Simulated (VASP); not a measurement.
Set up this calculation in VASP 6.6.1, as the native input.

```yaml
Task: single point
Functional: PBE
Potentials_or_basis: VASP PAW PBE potentials, release 64 (Sb)
Cutoff: 520 eV
k_mesh: 13 × 13 × 13
Occupations: fermi-dirac, width 0.1 eV
Spin: no spin polarisation
Dipole_correction: no
Further_INCAR_settings: ALGO = Normal; EDIFF = 1e-06; NBANDS = 12
```

The structure of Sb lies in POSCAR:

```
Sb
1.0
    2.1879029667      1.2631863668      3.8431731385
   -2.1879029667      1.2631863668      3.8431731385
    0.0000000000     -2.5263727336      3.8431731385
Sb
2
Direct
    0.2326795448      0.2326795448      0.2326795448
    0.7673204552      0.7673204552      0.7673204552
```

The input as run:

INCAR

```
SYSTEM = Sb
ALGO = Normal ; EDIFF = 1E-6
ENCUT = 520 ; GGA = PE
ISIF = 2 ; ISMEAR = -1
LASPH = .True. ; LCHARG = .False.
LREAL = .False. ; LWAVE = .False.
NBANDS = 12 ; NELM = 60
PREC = Accurate ; SIGMA = 0.1
```

KPOINTS

```
k-points
0
Gamma
  13 13 13
  0 0 0
```

Potentials or basis: VASP PAW PBE potentials, release 64 (Sb).

Run with:

```sh
$ cat potpaw_PBE.64/Sb/POTCAR > POTCAR
$ mpirun -np 1 vasp_std > vasp.out
```

It gave:

```json
{"Pressure": "0.1 GPa", "Largest force": "0.054 eV/Å", "Band gap on the k mesh": "zero (bands 5 and 6 overlap by 0.09 eV)"}
```

Caveat: spin-orbit coupling is left out, which moves the levels of the heavy elements.

Run time: 3.4 min on 1 thread of Intel Xeon 8259CL (shared host), peak memory 0.31 GiB.
